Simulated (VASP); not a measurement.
# PbF2 (Fm-3m) in VASP: further runs

Runs on PbF2. Level: LDA. Tasks: single point.

Program: VASP 6.6.1. These are calculated values, not measurements. Logs are shortened: lines on timing, memory, paths and dates and some standing lists are left out, and cuts for length are marked.

**1. The cell of the first run**

The structure is cubic, space group Fm-3m (No. 225). The conventional cell has a = 5.818 Å, b = 5.818 Å, c = 5.818 Å, α = 90.00°, β = 90.00°, γ = 90.00°. Pb (site symmetry m-3m) has 8 F at 2.52 Å within 3.3 Å. F (site symmetry -43m) has 4 Pb at 2.52 Å and 6 F at 2.91 Å within 3.3 Å.

**2. Single point, LDA (volume scaled by 0.94)**

File INCAR:

```
PREC = Accurate ; ENCUT = 520
EDIFF = 1E-7 ; ISMEAR = -1
SIGMA = 0.03 ; LREAL = False
LASPH = True ; NELM = 80
ALGO = Normal ; ISIF = 2
LWAVE = False ; LCHARG = False
NBANDS = 21
```

File KPOINTS:

```
Automatic mesh
0
Gamma
  7 7 7
```

File POSCAR:

```
PbF2
1.0
    0.0000000000      2.9092238050      2.9092238050
    2.9092238050      0.0000000000      2.9092238050
    2.9092238050      2.9092238050      0.0000000000
Pb F
1 2
Direct
    0.0000000000      0.0000000000      0.0000000000
    0.2500000000      0.2500000000      0.2500000000
    0.7500000000      0.7500000000      0.7500000000
```

Potentials or basis: VASP PAW LDA potentials, release 64 (Pb_d, F).

On the command line:

```
cat potpaw_LDA.64/Pb_d/POTCAR potpaw_LDA.64/F/POTCAR > POTCAR
mpirun -np 1 vasp_std > vasp.out
```

OUTCAR:

```text
PREC = Accurate
   ENCUT = 520
   EDIFF = 1E-7
   ISMEAR = -1
   LREAL = False
   LASPH = True
   NELM = 80
   ISIF = 2

 ion  position               nearest neighbor table
   1  0.000  0.000  0.000-   3 2.52   3 2.52   3 2.52   2 2.52   3 2.52   2 2.52   2 2.52   2 2.52

   2  0.250  0.250  0.250-   1 2.52   1 2.52   1 2.52   1 2.52
   3  0.750  0.750  0.750-   1 2.52   1 2.52   1 2.52   1 2.52

  LATTYP: Found a face centered cubic cell.
 ALAT       =     5.8184476100

  Lattice vectors:

 A1 = (   0.0000000000,   2.9092238050,   2.9092238050)
 A2 = (   2.9092238050,   0.0000000000,   2.9092238050)
 A3 = (   2.9092238050,   2.9092238050,   0.0000000000)

Analysis of symmetry for initial positions (statically):
=====================================================================
 Subroutine PRICEL returns:
 Original cell was already a primitive cell.

 Routine SETGRP: Setting up the symmetry group for a
 face centered cubic supercell.

 Subroutine GETGRP returns: Found 48 space group operations
 (whereof 48 operations were pure point group operations)
 out of a pool of 48 trial point group operations.

The static configuration has the point symmetry O_h .

Analysis of symmetry for dynamics (positions and initial velocities):
=====================================================================
 Subroutine PRICEL returns:
 Original cell was already a primitive cell.

 Routine SETGRP: Setting up the symmetry group for a
 face centered cubic supercell.

 Subroutine GETGRP returns: Found 48 space group operations
 (whereof 48 operations were pure point group operations)
 out of a pool of 48 trial point group operations.

The dynamic configuration has the point symmetry O_h .

 Subroutine INISYM returns: Found 48 space group operations
 (whereof 48 operations are pure point group operations),
 and found     1 'primitive' translations

----------------------------------------------------------------------------------------

                                     Primitive cell

  volume of cell :      49.2449

  direct lattice vectors                    reciprocal lattice vectors
     0.000000000  2.909223805  2.909223805    -0.171867149  0.171867149  0.171867149
     2.909223805  0.000000000  2.909223805     0.171867149 -0.171867149  0.171867149
     2.909223805  2.909223805  0.000000000     0.171867149  0.171867149 -0.171867149

  length of vectors
     4.114263761  4.114263761  4.114263761     0.297682634  0.297682634  0.297682634

  position of ions in fractional coordinates (direct lattice)
     0.000000000  0.000000000  0.000000000
     0.250000000  0.250000000  0.250000000
     0.750000000  0.750000000  0.750000000

  ion indices of the primitive-cell ions
   primitive index   ion index
                 1           1
                 2           2
                 3           3

----------------------------------------------------------------------------------------

 KPOINTS: Automatic mesh

Automatic generation of k-mesh.
 Grid dimensions read from file:
 generate k-points for:    7    7    7

 Generating k-lattice:

  Cartesian coordinates                     Fractional coordinates (reciprocal lattice)
    -0.024552450  0.024552450  0.024552450     0.142857143  0.000000000  0.000000000
     0.024552450 -0.024552450  0.024552450     0.000000000  0.142857143  0.000000000
     0.024552450  0.024552450 -0.024552450     0.000000000  0.000000000  0.142857143

  Length of vectors
     0.042526091  0.042526091  0.042526091

  Shift w.r.t. Gamma in fractional coordinates (k-lattice)
     0.000000000  0.000000000  0.000000000

 Subroutine IBZKPT returns following result:
 ===========================================

 Found     20 irreducible k-points:

 Following reciprocal coordinates:
            Coordinates               Weight
  0.000000  0.000000  0.000000      1.000000
  0.142857  0.000000  0.000000      8.000000
  0.285714  0.000000  0.000000      8.000000
  0.428571  0.000000  0.000000      8.000000
  0.142857  0.142857  0.000000      6.000000
  0.285714  0.142857  0.000000     24.000000
[... 12 lines left out ...]
 -0.428571  0.428571  0.142857     24.000000
 -0.285714  0.428571  0.142857     24.000000
   k-points           NKPTS =     20   k-points in BZ     NKDIM =     20   number of bands    NBANDS=     21
   number of dos      NEDOS =    301   number of ions     NIONS =      3
   total plane-waves  NPLWV =  32768
   dimension x,y,z NGX =    32 NGY =   32 NGZ =   32
   dimension x,y,z NGXF=    64 NGYF=   64 NGZF=   64
   ions per type =               1   2
   NGX,Y,Z   is equivalent  to a cutoff of  12.93, 12.93, 12.93 a.u.
   NGXF,Y,Z  is equivalent  to a cutoff of  25.86, 25.86, 25.86 a.u.
 SYSTEM =  unknown system
   PREC   = accura    normal or accurate (medium, high low for compatibility)
   ISTART =      0    job   : 0-new  1-cont  2-samecut
   ICHARG =      2    charge: 1-file 2-atom 10-const
   ISPIN  =      1    spin polarized calculation?
   LNONCOLLINEAR =      F non collinear calculations
   LSORBIT =      F    spin-orbit coupling
   LASPH  =      T    aspherical Exc in radial PAW
   ENCUT  =  520.0 eV  38.22 Ry    6.18 a.u.   7.65  7.65  7.65*2*pi/ulx,y,z
   NELM   =     80;   NELMIN=  2; NELMDL= -5     # of ELM steps
   EDIFF  = 0.1E-06   stopping-criterion for ELM
   LREAL  =      F    real-space projection
   EDIFFG = 0.1E-05   stopping-criterion for IOM
   NSW    =      0    number of steps for IOM
   IBRION =     -1    ionic relax: 0-MD 1-quasi-New 2-CG
   NFREE  =      0    steps in history (QN), initial steepest desc. (CG)
   ISIF   =      2    stress and relaxation
   ISYM   =      2    0-nonsym 1-usesym 2-fastsym
   POTIM  = 0.5000    time-step for ionic-motion
   TEBEG  =    0.0;   TEEND  =   0.0 temperature during run
   PSTRESS=    0.0 pullay stress
   NELECT =      28.0000    total number of electrons
   NUPDOWN=      -1.0000    fix difference up-down
   EMIN   =  10.00;   EMAX   =-10.00  energy-range for DOS
   EFERMI =   0.00;   METHOD = LEGACY
   ISMEAR =    -1;   SIGMA  =   0.03  broadening in eV -4-tet -1-fermi 0-gaus
   EFERMI_NEDOS =   21; number of points for ismear=-14 and -15
   IALGO  =     38    algorithm
   IMIX   =      4    mixing-type and parameters
     AMIX     =   0.40;   BMIX     =  1.00
     AMIX_MAG =   1.60;   BMIX_MAG =  1.00
  volume/ion in A,a.u.               =      16.41       110.77
  Fermi-wavevector in a.u.,A,eV,Ry     =   1.356252  2.562945 25.026820  1.839419
  Thomas-Fermi vector in A             =   2.483271
   LORBIT       =      0    0 simple, 1 ext, 2 COOP (PROOUT), +10 PAW based schemes
   GGA     = CA    functional components
   LHFCALC =     F    Hartree Fock is set to
   AEXX    =    0.0000 exact exchange contribution
   IVDW    =     0    specifies the selected vdW correction
   LEPSILON=     F    determine dielectric tensor
   LRPA    =     F    only Hartree local field effects (RPA)
 non-spin polarized calculation
  energy-cutoff  :      520.00
  volume of cell :       49.24
 maximum number of plane-waves:      1363
   NGX = 15   NGY = 15   NGZ = 15

 number of electron      27.9999985 magnetization

 Free energy of the ion-electron system (eV)
  ---------------------------------------------------
  ext. energy  EPLUGINS =         0.00000000
  ---------------------------------------------------
  free energy    TOTEN  =       -15.95462444 eV

  energy without entropy =      -15.95462444  energy(sigma->0) =      -15.95462444

 E-fermi :   2.9702     XC(G=0): -10.3448

 val. band max:        2.2128446718   @ k =  -0.2857   0.4286   0.1429
 cond. band min:       6.4455467635   @ k =   0.4286   0.4286   0.0000
 fundamental gap:      4.2327020917
 Fermi energy:         2.9701964983

 k-point     1 :       0.0000    0.0000    0.0000
  band No.  band energies     occupation
      1     -18.9684      2.00000
      2     -18.1844      2.00000
      3     -12.2072      2.00000
      4     -12.2072      2.00000
      5     -12.2072      2.00000
      6     -12.1044      2.00000
[... 13 lines left out ...]
     20      17.1598      0.00000
     21      19.7884      0.00000

 k-point     2 :       0.1429    0.0000    0.0000
  band No.  band energies     occupation
      1     -18.9189      2.00000
      2     -18.2296      2.00000
      3     -12.1962      2.00000
      4     -12.1962      2.00000
      5     -12.1505      2.00000
      6     -12.1044      2.00000
[... 13 lines left out ...]
     20      16.6351      0.00000
     21      18.8978      0.00000

 k-point     3 :       0.2857    0.0000    0.0000
  band No.  band energies     occupation
      1     -18.7947      2.00000
      2     -18.3420      2.00000
      3     -12.1796      2.00000
      4     -12.1796      2.00000
      5     -12.0963      2.00000
      6     -12.0963      2.00000
[... 13 lines left out ...]
     20      16.0194      0.00000
     21      17.5122      0.00000

 k-point     4 :       0.4286    0.0000    0.0000
  band No.  band energies     occupation
      1     -18.6504      2.00000
      2     -18.4717      2.00000
      3     -12.1757      2.00000
      4     -12.1757      2.00000
      5     -12.0800      2.00000
      6     -12.0800      2.00000
[... 13 lines left out ...]
     20      15.7505      0.00000
     21      16.6464      0.00000

 k-point     5 :       0.1429    0.1429    0.0000
  band No.  band energies     occupation
      1     -18.9034      2.00000
      2     -18.2434      2.00000
      3     -12.1855      2.00000
      4     -12.1855      2.00000
      5     -12.1434      2.00000
      6     -12.1130      2.00000
[... 13 lines left out ...]
     20      17.3332      0.00000
     21      19.0399      0.00000
[... 286 lines left out ...]
     20      18.1867      0.00000
     21      18.2529      0.00000

 k-point    18 :      -0.4286    0.2857    0.1429
  band No.  band energies     occupation
      1     -18.6064      2.00000
      2     -18.5000      2.00000
      3     -12.1364      2.00000
      4     -12.1300      2.00000
      5     -12.0904      2.00000
      6     -12.0456      2.00000
[... 13 lines left out ...]
     20      18.5159      0.00000
     21      18.8286      0.00000

 k-point    19 :      -0.4286    0.4286    0.1429
  band No.  band energies     occupation
      1     -18.6022      2.00000
      2     -18.4954      2.00000
      3     -12.1433      2.00000
      4     -12.0950      2.00000
      5     -12.0882      2.00000
      6     -12.0554      2.00000
[... 13 lines left out ...]
     20      17.3942      0.00000
     21      18.7953      0.00000

 k-point    20 :      -0.2857    0.4286    0.1429
  band No.  band energies     occupation
      1     -18.5517      2.00000
      2     -18.5441      2.00000
      3     -12.1353      2.00000
      4     -12.0968      2.00000
      5     -12.0932      2.00000
      6     -12.0075      2.00000
[... 13 lines left out ...]
     20      18.1836      0.00000
     21      18.5378      0.00000

------------------------ aborting loop because EDIFF is reached ----------------------------------------

  FORCE on cell =-STRESS in cart. coord.  units (eV):
  Direction    XX          YY          ZZ          XY          YZ          ZX
  --------------------------------------------------------------------------------------
  -------------------------------------------------------------------------------------
  Total       -0.0843760     -0.0843760     -0.0843760      0.0000000     -0.0000000      0.0000000
  in kB       -2.7451645     -2.7451645     -2.7451645      0.0000000     -0.0000000      0.0000000
  external PRESSURE =      -2.7451645 kB  Pullay stress =       0.0000000 kB

 VOLUME and BASIS-vectors are now :
 -----------------------------------------------------------------------------
  energy-cutoff  :      520.00
  volume of cell :       49.24
      direct lattice vectors                 reciprocal lattice vectors
     0.000000000  2.909223805  2.909223805    -0.171867149  0.171867149  0.171867149
     2.909223805  0.000000000  2.909223805     0.171867149 -0.171867149  0.171867149
     2.909223805  2.909223805  0.000000000     0.171867149  0.171867149 -0.171867149

 POSITION                                       TOTAL-FORCE (eV/Angst)
 -----------------------------------------------------------------------------------
      0.00000      0.00000      0.00000         0.000000      0.000000      0.000000
      1.45461      1.45461      1.45461        -0.000000     -0.000000     -0.000000
      4.36384      4.36384      4.36384        -0.000000      0.000000      0.000000
 -----------------------------------------------------------------------------------
    total drift:                                0.000000     -0.000000      0.000000

  FREE ENERGIE OF THE ION-ELECTRON SYSTEM (eV)
  ---------------------------------------------------
  free  energy   TOTEN  =       -15.9546244382 eV

  energy  without entropy=      -15.9546244382  energy(sigma->0) =      -15.95462444
```

Wall time 9.6 s (1 thread of AMD EPYC 9R45 (Zen 5), shared host); peak memory 0.13 GiB.

What came out:

```yaml
Free_energy: -15.9546 eV
Pressure: -0.3 GPa
Band_gap_on_the_k_mesh: 4.23 eV, indirect (least direct gap 4.47 eV)
```

Caveat: spin-orbit coupling is left out, which moves the levels of the heavy elements.

**3. Single point, LDA (volume scaled by 0.98)**

File INCAR:

```
PREC = Accurate
ENCUT = 520
EDIFF = 1E-6
ISMEAR = -1
SIGMA = 0.03
LREAL = False
LASPH = True
NELM = 100
ALGO = Normal
ISIF = 2
LWAVE = False
LCHARG = False
NBANDS = 21
```

File KPOINTS:

```
regular mesh
0
Gamma
  7 7 7
```

File POSCAR:

```
PbF2
1.0
    0.0000000000      2.9499175202      2.9499175202
    2.9499175202      0.0000000000      2.9499175202
    2.9499175202      2.9499175202      0.0000000000
Pb F
1 2
Direct
    0.0000000000      0.0000000000      0.0000000000
    0.2500000000      0.2500000000      0.2500000000
    0.7500000000      0.7500000000      0.7500000000
```

Potentials or basis: VASP PAW LDA potentials, release 64 (Pb_d, F).

On the command line:

```
cat potpaw_LDA.64/Pb_d/POTCAR potpaw_LDA.64/F/POTCAR > POTCAR
mpirun -np 1 vasp_std > vasp.out
```

Run time: 9.9 s. Hardware: 1 thread of AMD EPYC 9R45 (Zen 5), shared host; peak memory 0.13 GiB.

Results (log left out):

| Quantity | Value |
| --- | --- |
| Free energy | -15.9325 eV |
| Pressure | -3.6 GPa |
| Band gap on the k mesh | 4.25 eV, indirect (least direct gap 4.48 eV) |

Levels at points of the mesh, in eV from the valence-band top:
| k point | band 11 | band 12 | band 13 | band 14 | band 15 | band 16 | band 17 | band 18 |
| --- | --- | --- | --- | --- | --- | --- | --- | --- |
| (0.00, 0.00, 0.00) | -2.59 | -2.08 | -2.08 | -2.08 | 6.59 | 6.59 | 6.59 | 10.30 |

Caveat: spin-orbit coupling is left out, which moves the levels of the heavy elements. A k mesh can miss the band edges.
